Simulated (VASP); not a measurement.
Set up this calculation in VASP 6.6.1, as the native input.

- Task: single point
- Functional: PBE
- Potentials or basis: VASP PAW PBE potentials, release 64 (As_d)
- Cutoff: 520 eV
- k mesh: 9 × 9 × 1
- Occupations: gaussian, width 0.02 eV
- Spin: no spin polarisation
- Dipole correction: yes
- Second run: valence_matched
- Further INCAR settings: ALGO = Normal; EDIFF = 1e-06; NBANDS = 22; NELMDL = -8

The structure of As lies in POSCAR:

```
As
1.0
    3.6060602471      0.0000000000      0.0000000000
   -1.8030301235      3.1229397816      0.0000000000
    0.0000000000      0.0000000000     28.0000000000
As
2
Direct
    0.3333333333      0.6666666667      0.5248290707
    0.6666666667      0.3333333333      0.4751709293
```

One way to write it, as run:

INCAR

```
PREC     = Accurate       # precision mode
ENCUT    = 520            # plane-wave cutoff, eV
EDIFF    = 1E-6           # SCF threshold, eV
ISMEAR   = 0              # smearing method
SIGMA    = 0.02           # smearing width, eV
LREAL    = False          # projectors in reciprocal space
LASPH    = True           # aspherical terms in the spheres
NELM     = 120            # most SCF steps
ALGO     = Normal         # electronic algorithm
ISIF     = 2              # what is computed and relaxed
LWAVE    = False          # write WAVECAR
LCHARG   = False          # write CHGCAR
LDIPOL   = True         
IDIPOL   = 3            
DIPOL    = 0.5 0.5 0.500
GGA      = PE             # functional
NBANDS   = 22             # bands
GGA_COMPAT= False        
NELMDL   = -8
```

KPOINTS

```
Automatic mesh
0
Gamma
  9 9 1
```

Potentials or basis: VASP PAW PBE potentials, release 64 (As_d).

Run with:

```sh
$ cat potpaw_PBE.64/As_d/POTCAR > POTCAR
$ mpirun -np 1 vasp_std > vasp.out
```

Results of the run:

The largest force is 0.027 eV/Å and the band gap on the k mesh is 1.64 eV, indirect (least direct gap 1.95 eV).

Wall time 2.7 min on 1 thread of Intel(R) Xeon(R) Platinum 8259CL CPU @ 2.50GHz (Skylake/Cascade Lake) (shared host), peak memory 0.39 GiB.
